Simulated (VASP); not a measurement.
A run of VASP 6.6.1 is set up as follows.

Contents of INCAR:

```
SYSTEM = InBCl4
ALGO = Normal
EDIFF = 1E-6
ENCUT = 520
GGA = PE
ISIF = 2
ISMEAR = 0
LASPH = .True.
LCHARG = .False.
LREAL = .False.
LWAVE = .False.
NBANDS = 31
NELM = 60
PREC = Accurate
SIGMA = 0.1
```

The input KPOINTS:

```
k-points
0
Gamma
  3 3 3
  0 0 0
```

POSCAR

```
InBCl4
1.0
    0.0000000000      4.0822750000      4.0822750000
    4.0822750000      0.0000000000      4.0822750000
    4.0822750000      4.0822750000      0.0000000000
Cl B In
4 1 1
Direct
    0.6342010276      0.6783680668      0.6104674477
    0.1026873496      0.6205921943      0.5794462646
    0.6319223962      0.6044764255      0.1195090973
    0.6095944051      0.1112565910      0.6705207268
   -0.0945519349     -0.0107133890      0.0791051558
    0.2487446338      0.2740141220      0.2418911024
```

Potentials or basis: VASP PAW PBE potentials, release 64 (Cl, B, In_d).

Run with:

```bash
$ cat potpaw_PBE.64/Cl/POTCAR potpaw_PBE.64/B/POTCAR potpaw_PBE.64/In_d/POTCAR > POTCAR
$ mpirun -np 1 vasp_std > vasp.out
```

Question: Predict the band gap on the k mesh.

Answer: Zero (band 22 reaches 3.10 eV, above the bottom of band 23 at 2.83 eV).

Question: Predict the largest force.

Answer: 2.123 eV/Å.

Question: Estimate the pressure.

Answer: 4.1 GPa.

Forces on the atoms (eV/Å):
```
Cl  -1.331 -1.535 -0.615
Cl  -0.653  0.262  0.748
Cl   0.272  1.097 -0.310
Cl   1.300 -0.010  0.976
B    0.466  0.178 -0.819
In  -0.055  0.007  0.021
```

Caveat: the k points lie up to 0.44 Å⁻¹ apart; spin-orbit coupling is left out, which moves the levels of the heavy elements; forces of over 1 eV/Å act on the atoms, so gaps and moduli don't describe the material at rest.
